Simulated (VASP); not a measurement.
Set up this calculation in VASP 6.6.1, as the native input.

```yaml
Task: single point
Functional: LDA
Potentials_or_basis: VASP PAW LDA potentials, release 64 (Sn_d, O)
Cutoff: 520 eV
k_mesh: 6 × 6 × 8
Occupations: gaussian, width 0.05 eV
Spin: no spin polarisation
Dipole_correction: no
Further_INCAR_settings: ALGO = Normal; EDIFF = 1e-06; NBANDS = 35
```

The structure of SnO2 lies in POSCAR:

```
SnO2
1.0
    4.8626975673      0.0000000000      0.0000000000
    0.0000000000      4.8632134832      0.0000000000
    0.0000000000      0.0000000000      3.2851359508
Sn O
2 4
Direct
    0.5000000000      0.5000000000      0.5000000000
    0.0000000000      0.0000000000      0.0000000000
    0.3059920358      0.2888605067      0.0000000000
    0.8059920358      0.2111394933      0.5000000000
    0.1940079642      0.7888605067      0.5000000000
    0.6940079642      0.7111394933      0.0000000000
```

The input as run:

INCAR

```
SYSTEM = SnO2
PREC = Accurate ; ENCUT = 520
EDIFF = 1E-6 ; ISMEAR = 0
SIGMA = 0.05 ; LREAL = .False.
LASPH = .True. ; NELM = 100
ALGO = Normal ; ISIF = 2
LWAVE = .False. ; LCHARG = .False.
GGA = CA ; NBANDS = 35
```

KPOINTS

```
regular mesh
0
Gamma
  6 6 8
  0 0 0
```

Potentials or basis: VASP PAW LDA potentials, release 64 (Sn_d, O).

Command:

```console
$ cat potpaw_LDA.64/Sn_d/POTCAR potpaw_LDA.64/O/POTCAR > POTCAR
$ mpirun -np 1 vasp_std > vasp.out
```

It gave:

| Property | Result |
| --- | --- |
| Pressure | -15.2 GPa |
| Largest force | 1.202 eV/Å |
| Band gap on the k mesh | 0.26 eV, indirect (least direct gap 0.27 eV) |

Caveat: spin-orbit coupling is left out, which moves the levels of the heavy elements; forces of over 1 eV/Å act on the atoms, so gaps and moduli don't describe the material at rest.

Wall time 100 s on 1 thread of Intel(R) Xeon(R) Platinum 8488C (Sapphire Rapids) (shared host), peak memory 0.27 GiB.
